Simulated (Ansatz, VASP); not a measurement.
# Two plane-wave programs on MoH5

File INCAR:

```
SYSTEM = MoH5
PREC = Accurate
ENCUT = 910
EDIFF = 1E-7
ISMEAR = 0
SIGMA = 0.1
LREAL = .FALSE.
LASPH = .TRUE.
NELM = 120
ALGO = Normal
ISIF = 3
LWAVE = .FALSE.
LCHARG = .FALSE.
GGA = PE
IBRION = 2
NSW = 90
EDIFFG = -0.04
GGA_COMPAT = .FALSE.
NELMIN = 4
```

File KPOINTS:

```
Automatic mesh
0
G
  6 6 4
  0 0 0
```

The input POSCAR:

```
MoH5
1.0
    3.7067389000      0.0000000000      0.0000000000
    0.0000000000      3.7067389000      0.0000000000
    0.0000000000      0.0000000000      4.9712583400
H Mo
5 1
Direct
    0.3489060900      0.0000000000      0.5454677300
    0.6510939100      0.0000000000      0.5454677300
    0.0000000000      0.3489060900      0.5454677300
    0.0000000000      0.6510939100      0.5454677300
    0.5000000000      0.5000000000      0.7357092000
    0.5000000000      0.5000000000      0.1278882800
```

Input for Ansatz:

```yaml
crystal:
  lattice:
    - [3.7067389, 0.0, 0.0]
    - [0.0, 3.7067389, 0.0]
    - [0.0, 0.0, 4.97125834]
  atoms:
    - { symbol: H, position: [0.34890609, 0.0, 0.54546773] }
    - { symbol: H, position: [0.65109391, 0.0, 0.54546773] }
    - { symbol: H, position: [0.0, 0.34890609, 0.54546773] }
    - { symbol: H, position: [0.0, 0.65109391, 0.54546773] }
    - { symbol: H, position: [0.5, 0.5, 0.7357092] }
    - { symbol: Mo, position: [0.5, 0.5, 0.12788828] }
basis:
  ecutwfc: 420
kpoints:
  mp_grid: { grid: [6, 6, 4] }
hamiltonian:
  xc: pbe
scf:
  occupations: { method: gaussian, width: 0.1 }
  lower_state_search: "off"
output:
  forces: true
  stress: true
  eigenvalues: true
relax:
  adjacent_minimum: "off"
  f_tol: 0.04
  max_steps: 70
  cell: { stress_tol: 0.4 }
```

Alike in both runs: task relaxation of cell and atoms; functional PBE; k mesh 6 × 6 × 4; occupations gaussian, width 0.1 eV; no spin polarisation.

|  | VASP | Ansatz |
| --- | --- | --- |
| version | VASP 6.6.1 | Ansatz 0.2.0 |
| potentials or method | VASP PAW PBE potentials, release 64 (H_h, Mo_sv), cutoff 910 eV | scalar-relativistic, plane waves, PAW |
| valence electrons in the cell | 19 | 19 |

Ansatz gave:

```
gap on the k mesh at the Fermi level, each at its own relaxed structure (eV) : none
relaxed volume (Å³/atom)                                                     : 9.58
relaxed cell length with the largest relative difference (Å)                 : 7.726
```

Which values does VASP return?

gap on the k mesh at the Fermi level, each at its own relaxed structure (eV): none; relaxed volume (Å³/atom): 8.45; relaxed cell length with the largest relative difference (Å): 6.731.

A gap of «none» marks a metal or a gap that the smearing closes. One of these differences is far larger than is usual between the two programs; its cause wasn't traced.

Noted on VASP's run: the volume moved by over 15 % at a fixed basis, so the end points are rough.
